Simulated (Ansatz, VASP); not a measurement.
## SiN in VASP and in Ansatz

File INCAR:

```
PREC = Accurate
ENCUT = 600
EDIFF = 1E-6
ISMEAR = 0
SIGMA = 0.1
LREAL = False
LASPH = True
NELM = 80
ALGO = Normal
ISIF = 3
LWAVE = False
LCHARG = False
GGA = PE
IBRION = 2
NSW = 100
EDIFFG = -0.01
```

File KPOINTS:

```
Automatic mesh
0
Gamma
  24 24 20
```

Contents of POSCAR:

```
SiN
1.0
    2.7548624505      0.0000000000      0.0000000000
   -1.3774312253      2.3857808661      0.0000000000
    0.0000000000      0.0000000000      2.6634078526
Si N
1 1
Direct
    0.0000000000      0.0000000000      0.0000000000
    0.6666666667      0.3333333333      0.5000000000
```

Input for Ansatz:

```yaml
crystal:
  lattice:
    - [2.7548624505, 0.0, 0.0]
    - [-1.3774312253, 2.3857808661, 0.0]
    - [0.0, 0.0, 2.6634078526]
  atoms:
    - { symbol: Si, position: [0.0, 0.0, 0.0] }
    - { symbol: "N", position: [0.6666666667, 0.3333333333, 0.5] }
basis:
  ecutwfc: 420
kpoints:
  mp_grid: { grid: [24, 24, 20] }
hamiltonian:
  xc: pbe
scf:
  occupations: { method: gaussian, width: 0.1 }
output:
  forces: true
  stress: true
  eigenvalues: true
relax:
  adjacent_minimum: "off"
  f_tol: 0.01
  max_steps: 80
  cell: { stress_tol: 0.05 }
```

Alike in both runs: task relaxation of cell and atoms; functional PBE; k mesh 24 × 24 × 20; occupations gaussian, width 0.1 eV; no spin polarisation.

|  | VASP | Ansatz |
| --- | --- | --- |
| version | VASP 6.6.1 | Ansatz 0.2.0 |
| potentials or method | VASP PAW PBE potentials, release 64 (Si, N), cutoff 600 eV | scalar-relativistic, plane waves, PAW |
| valence electrons in the cell | 9 | 9 |

|  | VASP | Ansatz | Ansatz less VASP |
| --- | --- | --- | --- |
| gap on the k mesh at the Fermi level, each at its own relaxed structure (eV) | none | none | - |
| relaxed volume (Å³/atom) | 8.74 | 8.75 | +0.009 |
| relaxed length of the cell vector where the two differ most in proportion (Å) | 2.745 | 2.746 | +0.0012 |

A gap of «none» marks a metal or a gap that the smearing closes.
